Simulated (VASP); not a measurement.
# CsI2 (I4/mmm) in VASP: further runs, part 2 of 3

VASP 6.6.1. Earlier steps stand in the parts before.

### Step 3. Single point, PBE

INCAR

```
SYSTEM = CsI2
PREC     = Accurate       ! precision mode
ENCUT    = 520            ! plane-wave cutoff, eV
EDIFF    = 1E-6           ! SCF threshold, eV
ISMEAR   = 0              ! smearing method
SIGMA    = 0.1            ! smearing width, eV
LREAL    = .FALSE.        ! projectors in reciprocal space
LASPH    = .TRUE.         ! aspherical terms in the spheres
NELM     = 80             ! most SCF steps
ALGO     = Normal         ! electronic algorithm
ISIF     = 2              ! what is computed and relaxed
LWAVE    = .FALSE.        ! write WAVECAR
LCHARG   = .FALSE.        ! write CHGCAR
GGA      = PE             ! functional
NBANDS   = 18             ! bands
```

KPOINTS

```
Automatic mesh
0
G
  12 12 12
  0 0 0
```

POSCAR

```
CsI2
1.0
   -2.6029723436      2.6029723436      5.9466200465
    2.6029723436     -2.6029723436      5.9466200465
    2.6029723436      2.6029723436     -5.9466200465
Cs I
1 2
Direct
    0.0000000000      0.0000000000      0.0000000000
    0.3636207271      0.3636207271      0.0000000000
    0.6363792729      0.6363792729      0.0000000000
```

Potentials or basis: VASP PAW PBE potentials, release 64 (Cs_sv, I).

Started as:

```console
$ cat potpaw_PBE.64/Cs_sv/POTCAR potpaw_PBE.64/I/POTCAR > POTCAR
$ mpirun -np 1 vasp_std > vasp.out
```

OUTCAR:

```text
SYSTEM = CsI2
   PREC = Accurate
   ENCUT = 520
   EDIFF = 1E-6
   ISMEAR = 0
   LREAL = .FALSE.
   LASPH = .TRUE.
   NELM = 80
   ISIF = 2
   GGA = PE

 ion  position               nearest neighbor table
   1  0.000  0.000  0.000-
   2  0.364  0.364  0.000-   3 3.24
   3  0.636  0.636  0.000-   2 3.24

  LATTYP: Found a body centered tetragonal cell.
 ALAT       =     5.2059446872
 C/A-ratio  =     2.2845498382

  Lattice vectors:

 A1 = (  -2.6029723436,   2.6029723436,   5.9466200465)
 A2 = (   2.6029723436,  -2.6029723436,   5.9466200465)
 A3 = (   2.6029723436,   2.6029723436,  -5.9466200465)

Analysis of symmetry for initial positions (statically):
=====================================================================
 Subroutine PRICEL returns:
 Original cell was already a primitive cell.

 Routine SETGRP: Setting up the symmetry group for a
 body centered tetragonal supercell.

 Subroutine GETGRP returns: Found 16 space group operations
 (whereof 16 operations were pure point group operations)
 out of a pool of 16 trial point group operations.

The static configuration has the point symmetry D_4h.

Analysis of symmetry for dynamics (positions and initial velocities):
=====================================================================
 Subroutine PRICEL returns:
 Original cell was already a primitive cell.

 Routine SETGRP: Setting up the symmetry group for a
 body centered tetragonal supercell.

 Subroutine GETGRP returns: Found 16 space group operations
 (whereof 16 operations were pure point group operations)
 out of a pool of 16 trial point group operations.

The dynamic configuration has the point symmetry D_4h.

 Subroutine INISYM returns: Found 16 space group operations
 (whereof 16 operations are pure point group operations),
 and found     1 'primitive' translations

----------------------------------------------------------------------------------------

                                     Primitive cell

  volume of cell :     161.1645

  direct lattice vectors                    reciprocal lattice vectors
    -2.602972344  2.602972344  5.946620046     0.000000000  0.192088095  0.084081377
     2.602972344 -2.602972344  5.946620046     0.192088095  0.000000000  0.084081377
     2.602972344  2.602972344 -5.946620046     0.192088095  0.192088095  0.000000000

  length of vectors
     6.993798683  6.993798683  6.993798683     0.209684321  0.209684321  0.271653590

  position of ions in fractional coordinates (direct lattice)
     0.000000000  0.000000000  0.000000000
     0.363620727  0.363620727  0.000000000
     0.636379273  0.636379273  0.000000000

  ion indices of the primitive-cell ions
   primitive index   ion index
                 1           1
                 2           2
                 3           3

----------------------------------------------------------------------------------------

 KPOINTS: Automatic mesh

Automatic generation of k-mesh.
 Grid dimensions read from file:
 generate k-points for:   12   12   12

 Generating k-lattice:

  Cartesian coordinates                     Fractional coordinates (reciprocal lattice)
     0.000000000  0.016007341  0.007006781     0.083333333  0.000000000  0.000000000
     0.016007341  0.000000000  0.007006781     0.000000000  0.083333333  0.000000000
     0.016007341  0.016007341  0.000000000     0.000000000  0.000000000  0.083333333

  Length of vectors
     0.017473693  0.017473693  0.022637799

  Shift w.r.t. Gamma in fractional coordinates (k-lattice)
     0.000000000  0.000000000  0.000000000

 Subroutine IBZKPT returns following result:
 ===========================================

 Found    163 irreducible k-points:

 Following reciprocal coordinates:
            Coordinates               Weight
  0.000000  0.000000  0.000000      1.000000
  0.083333  0.000000 -0.000000      8.000000
  0.166667  0.000000 -0.000000      8.000000
  0.250000  0.000000 -0.000000      8.000000
  0.333333  0.000000 -0.000000      8.000000
  0.416667 -0.000000  0.000000      8.000000
[... 16 lines left out ...]
  0.500000  0.166667 -0.000000     16.000000
 -0.416667  0.166667 -0.000000     16.000000
 [... further k-points ...]
   k-points           NKPTS =    163   k-points in BZ     NKDIM =    163   number of bands    NBANDS=     18
   number of dos      NEDOS =    301   number of ions     NIONS =      3
   total plane-waves  NPLWV = 157464
   dimension x,y,z NGX =    54 NGY =   54 NGZ =   54
   dimension x,y,z NGXF=   108 NGYF=  108 NGZF=  108
   ions per type =               1   2
   NGX,Y,Z   is equivalent  to a cutoff of  12.84, 12.84, 12.84 a.u.
   NGXF,Y,Z  is equivalent  to a cutoff of  25.67, 25.67, 25.67 a.u.
 SYSTEM =  CsI2
   PREC   = accura    normal or accurate (medium, high low for compatibility)
   ISTART =      0    job   : 0-new  1-cont  2-samecut
   ICHARG =      2    charge: 1-file 2-atom 10-const
   ISPIN  =      1    spin polarized calculation?
   LNONCOLLINEAR =      F non collinear calculations
   LSORBIT =      F    spin-orbit coupling
   LASPH  =      T    aspherical Exc in radial PAW
   ENCUT  =  520.0 eV  38.22 Ry    6.18 a.u.  13.00 13.00 13.00*2*pi/ulx,y,z
   NELM   =     80;   NELMIN=  2; NELMDL= -5     # of ELM steps
   EDIFF  = 0.1E-05   stopping-criterion for ELM
   LREAL  =      F    real-space projection
   EDIFFG = 0.1E-04   stopping-criterion for IOM
   NSW    =      0    number of steps for IOM
   IBRION =     -1    ionic relax: 0-MD 1-quasi-New 2-CG
   NFREE  =      0    steps in history (QN), initial steepest desc. (CG)
   ISIF   =      2    stress and relaxation
   ISYM   =      2    0-nonsym 1-usesym 2-fastsym
   POTIM  = 0.5000    time-step for ionic-motion
   TEBEG  =    0.0;   TEEND  =   0.0 temperature during run
   PSTRESS=    0.0 pullay stress
   NELECT =      23.0000    total number of electrons
   NUPDOWN=      -1.0000    fix difference up-down
   EMIN   =  10.00;   EMAX   =-10.00  energy-range for DOS
   EFERMI =   0.00;   METHOD = LEGACY
   ISMEAR =     0;   SIGMA  =   0.10  broadening in eV -4-tet -1-fermi 0-gaus
   EFERMI_NEDOS =   21; number of points for ismear=-14 and -15
   IALGO  =     38    algorithm
   IMIX   =      4    mixing-type and parameters
     AMIX     =   0.40;   BMIX     =  1.00
     AMIX_MAG =   1.60;   BMIX_MAG =  1.00
  volume/ion in A,a.u.               =      53.72       362.53
  Fermi-wavevector in a.u.,A,eV,Ry     =   0.855515  1.616689  9.958187  0.731906
  Thomas-Fermi vector in A             =   1.972276
   LORBIT       =      0    0 simple, 1 ext, 2 COOP (PROOUT), +10 PAW based schemes
   GGA     = PE    functional components
   LHFCALC =     F    Hartree Fock is set to
   AEXX    =    0.0000 exact exchange contribution
   IVDW    =     0    specifies the selected vdW correction
   LEPSILON=     F    determine dielectric tensor
   LRPA    =     F    only Hartree local field effects (RPA)
 non-spin polarized calculation
 Gauss-broadening in eV      SIGMA  =   0.10
  energy-cutoff  :      520.00
  volume of cell :      161.16
 maximum number of plane-waves:      4378
 NGX is ok and might be reduce to    54
   NGX = 25   NGY = 25   NGZ = 25

 number of electron      23.0000000 magnetization

 Free energy of the ion-electron system (eV)
  ---------------------------------------------------
  ext. energy  EPLUGINS =         0.00000000
  ---------------------------------------------------
  free energy    TOTEN  =        -6.52918428 eV

  energy without entropy =       -6.49736984  energy(sigma->0) =       -6.51327706

 E-fermi :   0.7558     XC(G=0):  -7.1696

 val. band max:        0.7520172023   @ k =   0.3333   0.0833   0.0833
 cond. band min:       0.7564006989   @ k =  -0.4167   0.4167   0.1667
 fundamental gap:      0.0043834965
 Fermi energy:         0.7558235926

 k-point     1 :       0.0000    0.0000    0.0000
  band No.  band energies     occupation
      1     -20.1359      2.00000
      2     -11.1997      2.00000
      3     -10.3509      2.00000
      4      -6.9462      2.00000
      5      -6.9399      2.00000
      6      -6.9399      2.00000
[... 10 lines left out ...]
     17       7.1350      0.00000
     18       7.8977      0.00000
[... 463 lines left out ...]
 k-point    24 :      -0.4167    0.1667   -0.0000
  band No.  band energies     occupation
      1     -20.1296      2.00000
      2     -11.1476      2.00000
      3     -10.3990      2.00000
      4      -6.9932      2.00000
      5      -6.9584      2.00000
      6      -6.9408      2.00000
[... 10 lines left out ...]
     17       6.9965      0.00000
     18       7.2309      0.00000

 [... further k-points ...]

------------------------ aborting loop because EDIFF is reached ----------------------------------------

  FORCE on cell =-STRESS in cart. coord.  units (eV):
  Direction    XX          YY          ZZ          XY          YZ          ZX
  --------------------------------------------------------------------------------------
  -------------------------------------------------------------------------------------
  Total       -0.0012636     -0.0012636     -0.0070408      0.0000000     -0.0000000      0.0000000
  in kB       -0.0125621     -0.0125621     -0.0699939      0.0000000     -0.0000000      0.0000000
  external PRESSURE =      -0.0317061 kB  Pullay stress =       0.0000000 kB

 VOLUME and BASIS-vectors are now :
 -----------------------------------------------------------------------------
  energy-cutoff  :      520.00
  volume of cell :      161.16
      direct lattice vectors                 reciprocal lattice vectors
    -2.602972344  2.602972344  5.946620046     0.000000000  0.192088095  0.084081377
     2.602972344 -2.602972344  5.946620046     0.192088095  0.000000000  0.084081377
     2.602972344  2.602972344 -5.946620046     0.192088095  0.192088095  0.000000000

 POSITION                                       TOTAL-FORCE (eV/Angst)
 -----------------------------------------------------------------------------------
      0.00000      0.00000      0.00000         0.000000      0.000000      0.000000
      0.00000      0.00000      4.32463        -0.000000     -0.000000      0.001499
      0.00000      0.00000      7.56861         0.000000      0.000000     -0.001499
 -----------------------------------------------------------------------------------
    total drift:                                0.000000     -0.000000      0.000000

  FREE ENERGIE OF THE ION-ELECTRON SYSTEM (eV)
  ---------------------------------------------------
  free  energy   TOTEN  =        -6.5291842782 eV

  energy  without entropy=       -6.4973698449  energy(sigma->0) =       -6.51327706
```

It took 22 min on 1 thread of Intel Xeon 8259CL, shared host; peak memory 0.71 GiB.

What came out:

```
Free energy            : -6.5292 eV
Pressure               : 0.0 GPa
Band gap on the k mesh : zero (an odd number of electrons rules out a gap without spin polarisation)
```

Caveat: spin-orbit coupling is left out, which moves the levels of the heavy elements; an odd number of electrons without spin polarisation forces a metal; a magnetic or distorted state may lie lower.

(Part 2 of 3 ends here.)
